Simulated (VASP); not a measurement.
# Mg (P6_3/mmc) in VASP: single point with PBEsol

Aim: the single point of Mg with PBEsol.

Everything below comes from runs of VASP 6.6.1. Logs are shortened: lines on timing, memory, paths and dates and some standing lists are left out, and cuts for length are marked.

**1. The cell of the first run**

The structure is hexagonal, space group P6_3/mmc (No. 194). The conventional cell has a = 2.518 Å, b = 2.518 Å, c = 4.079 Å, α = 90.00°, β = 90.00°, γ = 120.00°. Within 3.3 Å of Mg (site symmetry -6m2) lie 12 Mg at 2.50 to 2.52 Å.

**2. Single point, PBEsol**

Input file INCAR:

```
SYSTEM = Mg
PREC = Accurate ; ENCUT = 520
EDIFF = 1E-6 ; ISMEAR = -1
SIGMA = 0.1 ; LREAL = .False.
LASPH = .True. ; NELM = 80
ALGO = Normal ; ISIF = 2
LWAVE = .False. ; LCHARG = .False.
GGA = PS ; NBANDS = 9
```

Input file KPOINTS:

```
regular mesh
0
Gamma
  18 18 10
  0 0 0
```

Input file POSCAR:

```
Mg
1.0
    2.5179746223      0.0000000000      0.0000000000
   -1.2589873111      2.1806299890      0.0000000000
    0.0000000000      0.0000000000      4.0794199444
Mg
2
Direct
    0.3333333333      0.6666666667      0.2500000000
    0.6666666667      0.3333333333      0.7500000000
```

Potentials or basis: VASP PAW PBE potentials, release 64 (Mg).

The run is started by

```
$ cat potpaw_PBE.64/Mg/POTCAR > POTCAR
$ mpirun -np 1 vasp_std > vasp.out
```

OUTCAR:

```text
SYSTEM = Mg
   PREC = Accurate
   ENCUT = 520
   EDIFF = 1E-6
   ISMEAR = -1
   LREAL = .False.
   LASPH = .True.
   NELM = 80
   ISIF = 2
   GGA = PS

 ion  position               nearest neighbor table
   1  0.333  0.667  0.250-   2 2.50   2 2.50   2 2.50   2 2.50   2 2.50   2 2.50   2 3.55   2 3.55
                             2 3.55   2 3.55   2 3.55   2 3.55
   2  0.667  0.333  0.750-   1 2.50   1 2.50   1 2.50   1 2.50   1 2.50   1 2.50   1 3.55   1 3.55
                             1 3.55   1 3.55   1 3.55   1 3.55

  LATTYP: Found a hexagonal cell.
 ALAT       =     2.5179746223
 C/A-ratio  =     1.6201195629

  Lattice vectors:

 A1 = (   2.5179746223,   0.0000000000,   0.0000000000)
 A2 = (  -1.2589873111,   2.1806299890,   0.0000000000)
 A3 = (   0.0000000000,   0.0000000000,   4.0794199444)

Analysis of symmetry for initial positions (statically):
=====================================================================
 Subroutine PRICEL returns:
 Original cell was already a primitive cell.

 Routine SETGRP: Setting up the symmetry group for a
 hexagonal supercell.

 Subroutine GETGRP returns: Found 24 space group operations
 (whereof 12 operations were pure point group operations)
 out of a pool of 24 trial point group operations.

The static configuration has the point symmetry D_3d.
 The point group associated with its full space group is D_6h.

Analysis of symmetry for dynamics (positions and initial velocities):
=====================================================================
 Subroutine PRICEL returns:
 Original cell was already a primitive cell.

 Routine SETGRP: Setting up the symmetry group for a
 hexagonal supercell.

 Subroutine GETGRP returns: Found 24 space group operations
 (whereof 12 operations were pure point group operations)
 out of a pool of 24 trial point group operations.

The dynamic configuration has the point symmetry D_3d.
 The point group associated with its full space group is D_6h.

 Subroutine INISYM returns: Found 24 space group operations
 (whereof 12 operations are pure point group operations),
 and found     1 'primitive' translations

----------------------------------------------------------------------------------------

                                     Primitive cell

  volume of cell :      22.3992

  direct lattice vectors                    reciprocal lattice vectors
     2.517974622  0.000000000  0.000000000     0.397144590  0.229291536  0.000000000
    -1.258987311  2.180629989  0.000000000     0.000000000  0.458583072  0.000000000
     0.000000000  0.000000000  4.079419944     0.000000000  0.000000000  0.245132890
[... 86 lines left out ...]
   EDIFFG = 0.1E-04   stopping-criterion for IOM
   NSW    =      0    number of steps for IOM
   IBRION =     -1    ionic relax: 0-MD 1-quasi-New 2-CG
   NFREE  =      0    steps in history (QN), initial steepest desc. (CG)
   ISIF   =      2    stress and relaxation
   ISYM   =      2    0-nonsym 1-usesym 2-fastsym
   POTIM  = 0.5000    time-step for ionic-motion
   TEBEG  =    0.0;   TEEND  =   0.0 temperature during run
   PSTRESS=    0.0 pullay stress
   NELECT =       4.0000    total number of electrons
   NUPDOWN=      -1.0000    fix difference up-down
   EMIN   =  10.00;   EMAX   =-10.00  energy-range for DOS
   EFERMI =   0.00;   METHOD = LEGACY
   ISMEAR =    -1;   SIGMA  =   0.10  broadening in eV -4-tet -1-fermi 0-gaus
   EFERMI_NEDOS =   21; number of points for ismear=-14 and -15
   IALGO  =     38    algorithm
   IMIX   =      4    mixing-type and parameters
     AMIX     =   0.40;   BMIX     =  1.00
     AMIX_MAG =   1.60;   BMIX_MAG =  1.00
  volume/ion in A,a.u.               =      11.20        75.58
  Fermi-wavevector in a.u.,A,eV,Ry     =   0.921901  1.742140 11.563609  0.849901
  Thomas-Fermi vector in A             =   2.047369
   LORBIT       =      0    0 simple, 1 ext, 2 COOP (PROOUT), +10 PAW based schemes
   GGA     = PS    functional components
   LHFCALC =     F    Hartree Fock is set to
   AEXX    =    0.0000 exact exchange contribution
   IVDW    =     0    specifies the selected vdW correction
   LEPSILON=     F    determine dielectric tensor
   LRPA    =     F    only Hartree local field effects (RPA)
 non-spin polarized calculation
  energy-cutoff  :      520.00
  volume of cell :       22.40
 maximum number of plane-waves:       620
 NGX is ok and might be reduce to    20
   NGX =  9   NGY =  9   NGZ = 15

 number of electron       4.0000000 magnetization

 Free energy of the ion-electron system (eV)
  ---------------------------------------------------
  ext. energy  EPLUGINS =         0.00000000
  ---------------------------------------------------
  free energy    TOTEN  =         0.62411894 eV

  energy without entropy =        0.64050779  energy(sigma->0) =        0.63231337

 E-fermi :   7.7089     XC(G=0): -11.1434

 val. band max:        7.6635281895   @ k =   0.3333   0.0000   0.0000
 cond. band min:       7.7319295019   @ k =   0.2222   0.2222   0.1000
 fundamental gap:      0.0684013124
 Fermi energy:         7.7088948653

 k-point     1 :       0.0000    0.0000    0.0000
  band No.  band energies     occupation
      1      -2.8671      2.00000
      2       4.9033      2.00000
      3       6.4654      1.99999
      4      23.3018      0.00000
      5      23.3018      0.00000
      6      24.3680      0.00000
      7      25.1728      0.00000
      8      25.1728      0.00000
      9      28.7638      0.00000
[... 265 lines left out ...]
 k-point    24 :       0.3889    0.1111    0.0000
  band No.  band energies     occupation
      1       3.3265      2.00000
      2       6.3962      2.00000
      3      10.0699      0.00000
      4      11.6043      0.00000
      5      13.2045      0.00000
      6      14.1520      0.00000
      7      19.3161      0.00000
      8      20.5473      0.00000
      9      25.6279      0.00000

 [... further k-points ...]
[... 5 lines left out ...]
  --------------------------------------------------------------------------------------
  -------------------------------------------------------------------------------------
  Total       14.3682540     14.3682540     14.3781231      0.0000000      0.0000000      0.0000000
  in kB     1027.7389975   1027.7389975   1028.4449177      0.0000000      0.0000000      0.0000000
  external PRESSURE =    1027.9743042 kB  Pullay stress =       0.0000000 kB

 VOLUME and BASIS-vectors are now :
 -----------------------------------------------------------------------------
  energy-cutoff  :      520.00
  volume of cell :       22.40
      direct lattice vectors                 reciprocal lattice vectors
     2.517974622  0.000000000  0.000000000     0.397144590  0.229291536  0.000000000
    -1.258987311  2.180629989  0.000000000     0.000000000  0.458583072  0.000000000
     0.000000000  0.000000000  4.079419944     0.000000000  0.000000000  0.245132890

 POSITION                                       TOTAL-FORCE (eV/Angst)
 -----------------------------------------------------------------------------------
     -0.00000      1.45375      1.01985         0.000000     -0.000000      0.000000
      1.25899      0.72688      3.05956        -0.000000      0.000000      0.000000
 -----------------------------------------------------------------------------------
    total drift:                                0.000000     -0.000000      0.000000

  FREE ENERGIE OF THE ION-ELECTRON SYSTEM (eV)
  ---------------------------------------------------
  free  energy   TOTEN  =         0.6241189448 eV

  energy  without entropy=        0.6405077912  energy(sigma->0) =        0.63231337
```

stdout:

```text
POSCAR found type information on POSCAR Mg
 POSCAR found :  1 types and       2 ions
 scaLAPACK will be used
 -----------------------------------------------------------------------------
|                                                                             |
|                                                                             |
|     You enforced a specific xc type in the INCAR file but a different       |
|     I HOPE YOU KNOW WHAT YOU ARE DOING!                                     |
|                                                                             |
 -----------------------------------------------------------------------------

 LDA part: xc-table for (Slater+PW92), standard interpolation
 POSCAR, INCAR and KPOINTS ok, starting setup
 FFT: planning ... GRIDC
 FFT: planning ... GRID_SOFT
 FFT: planning ... GRID
 WAVECAR not read
 entering main loop
```

It took 42 s on 1 thread of AMD EPYC 7R43 (Zen 3), shared host; peak memory 0.12 GiB.

What came out:

- Free energy: 0.6241 eV
- Pressure: 102.8 GPa
- Band gap on the k mesh: zero (band 2 reaches 8.69 eV, above the bottom of band 3 at 6.47 eV)

Caveat: the PAW data sets were made with another functional, which shifts forces and pressure a little.
